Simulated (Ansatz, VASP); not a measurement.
Pd in VASP and in Ansatz

The input INCAR:

```
SYSTEM = Pd
PREC = Accurate ; ENCUT = 630
EDIFF = 1E-6 ; ISMEAR = -1
SIGMA = 0.05 ; LREAL = .FALSE.
LASPH = .TRUE. ; NELM = 200
ALGO = Normal ; ISIF = 2
LWAVE = .FALSE. ; LCHARG = .FALSE.
ISPIN = 2 ; MAGMOM = 0.422 0.422
LORBIT = 11 ; LMAXMIX = 4
NBANDS = 29 ; GGA_COMPAT = .FALSE.
```

Contents of KPOINTS:

```
regular mesh
0
G
  11 11 11
  0 0 0
```

POSCAR

```
Pd
1.0
    0.0000000000      2.7303914414      2.7303914414
    2.7303914414      0.0000000000      2.7303914414
    2.7303914414      2.7303914414      0.0000000000
Pd
2
Direct
    0.1250000000      0.1250000000      0.1250000000
    0.8750000000      0.8750000000      0.8750000000
```

Input for Ansatz:

```yaml
crystal:
  lattice:
    - [0.0, 2.7303914414, 2.7303914414]
    - [2.7303914414, 0.0, 2.7303914414]
    - [2.7303914414, 2.7303914414, 0.0]
  atoms:
    - { symbol: Pd, position: [0.125, 0.125, 0.125], spin: 0.422 }
    - { symbol: Pd, position: [0.875, 0.875, 0.875], spin: 0.422 }
hamiltonian:
  xc: lda
  pseudopotentials:
    kind: paw
    azcp:
      Pd: "pseudopotentials/Pd.paw.azcp"
basis:
  ecutwfc: 420
  fft_grid_basis: typed
kpoints:
  mp_grid: { grid: [11, 11, 11], shift: [0, 0, 0] }
magnetization:
  spin_polarized: true
scf:
  occupations: { method: fermi_dirac, width: 0.05 }
  lower_state_search: "off"
output:
  stress: true
```

Alike in both runs: task single point; functional LDA; k mesh 11 × 11 × 11; occupations fermi-dirac, width 0.05 eV; collinear spin.

```csv
,VASP,Ansatz
version,VASP 6.6.1,Ansatz 0.2.0
potentials or method,"VASP PAW LDA potentials, release 64 (Pd_sv_GW), cutoff 630 eV","plane waves (420 eV) with PAW, scalar-relativistic"
valence electrons in the cell,36,36
```

Ansatz gave:

```
pressure (GPa)                                                : 10.2
net moment per atom (μB)                                      : 0.40
size of the moment on the site where the two differ most (μB) : 0.38
```

**Question.** Estimate VASP's values.

**Answer.** Pressure (GPa): 10.3; net moment per atom (μB): 0.35; size of the moment on the site where the two differ most (μB): 0.33.

Ansatz warns that its potentials were made for another functional, while VASP's fit it. LDA's correlation is that of Perdew and Zunger in VASP and of Perdew and Wang (1992) in Ansatz. Site moments also hang on the region over which each program counts them.
